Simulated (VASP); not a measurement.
Hf:

```
Hf
1.0
     4.96233    0.00000    0.00000
    -2.48116    4.29750    0.00000
     0.00000    0.00000    3.08623
Hf
3
Direct
  0.66667 0.33333 0.50000
  0.33333 0.66667 0.50000
  0.00000 0.00000 0.00000
```

```yaml
Program: VASP 6.6.1
Task: relaxation of cell and atoms
Functional: PBEsol
Potentials_or_basis: VASP PAW PBE potentials, release 64 (Hf_pv)
Cutoff: 600 eV
k_mesh: 12 × 12 × 14
Occupations: gaussian, width 0.1 eV
Spin: no spin polarisation
```

At the start: pressure -3.2 GPa; volume 21.94 Å³/atom.

Task: How do energy, volume and symmetry change on relaxing?

Result: Over 8 steps the energy falls by 6.3 meV/atom and the volume is 21.32 Å³/atom (-2.8 %); space group P6/mmm (No. 191, to 0.05 Å).

Step by step:
| step | energy change (eV) | largest force (eV/Å) | pressure (GPa) | volume (Å³) |
| --- | --- | --- | --- | --- |
| 1 | 0.0000 | 0.0000 | -3.20 | 65.82 |
| 2 | 0.0104 | 0.0000 | 4.37 | 61.73 |
| 3 | -0.0190 | 0.0000 | -0.01 | 63.96 |
| 4 | -0.0190 | 0.0000 | 0.03 | 63.92 |
| 5 | -0.0190 | 0.0000 | 0.04 | 63.92 |
| 6 | -0.0190 | 0.0000 | 0.04 | 63.92 |
| 7 | -0.0190 | 0.0000 | 0.04 | 63.92 |
| 8 | -0.0190 | 0.0000 | -0.02 | 63.97 |

Final structure:
```xyz
3
Lattice="4.9132 0.0000 0.0000 -2.4566 4.2550 0.0000 0.0000 0.0000 3.0598" Properties=species:S:1:pos:R:3 pbc="T T T"
Hf    2.4566    1.4183    1.5299
Hf    0.0000    2.8367    1.5299
Hf    0.0000    0.0000    0.0000
```

Caveat: the PAW data sets were made with another functional, which shifts forces and pressure a little.
